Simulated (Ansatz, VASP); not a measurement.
## Ta: VASP beside Ansatz

INCAR

```
  ALGO = Normal
  EDIFF = 1E-6
  ENCUT = 520
  GGA = PE
  ISIF = 2
  ISMEAR = -1
  LASPH = T
  LCHARG = F
  LREAL = F
  LWAVE = F
  NBANDS = 12
  NELM = 60
  PREC = Accurate
  SIGMA = 0.08
```

The input KPOINTS:

```
k-points
0
Gamma
  17 17 17
```

Contents of POSCAR:

```
Ta
1.0
   -1.6512800000      1.6512800000      1.6512800000
    1.6512800000     -1.6512800000      1.6512800000
    1.6512800000      1.6512800000     -1.6512800000
Ta
1
Direct
    0.0000000000      0.0000000000      0.0000000000
```

Input for Ansatz:

```yaml
crystal:
  lattice:
    - [-1.65128, 1.65128, 1.65128]
    - [1.65128, -1.65128, 1.65128]
    - [1.65128, 1.65128, -1.65128]
  atoms:
    - { symbol: Ta, position: [0.0, 0.0, 0.0] }
kpoints:
  mp_grid: { grid: [17, 17, 17] }
scf:
  occupations: { method: fermi_dirac, width: 0.08 }
hamiltonian:
  xc: pbe
  pseudopotentials:
    kind: all_electron
    lapw: { basis_error: 0.0005 }
    dirac_shells: { Ta: ["4p", "4d"] }
output:
  forces: true
  stress: true
  eigenvalues: true
```

Alike in both runs: task single point; functional PBE; k mesh 17 × 17 × 17; occupations fermi-dirac, width 0.08 eV; no spin polarisation.

|  | VASP | Ansatz |
| --- | --- | --- |
| version | VASP 6.6.1 | Ansatz 0.2.0 |
| potentials or method | VASP PAW PBE potentials, release 64 (Ta_pv), cutoff 520 eV | all-electron LAPW, scalar-relativistic |

```tsv
	VASP	Ansatz	Ansatz less VASP
pressure (GPa)	3.2	3.1	-0.13
```

Ansatz ran all-electron here, and VASP with PAW potentials.

Neither program's run includes spin-orbit coupling.
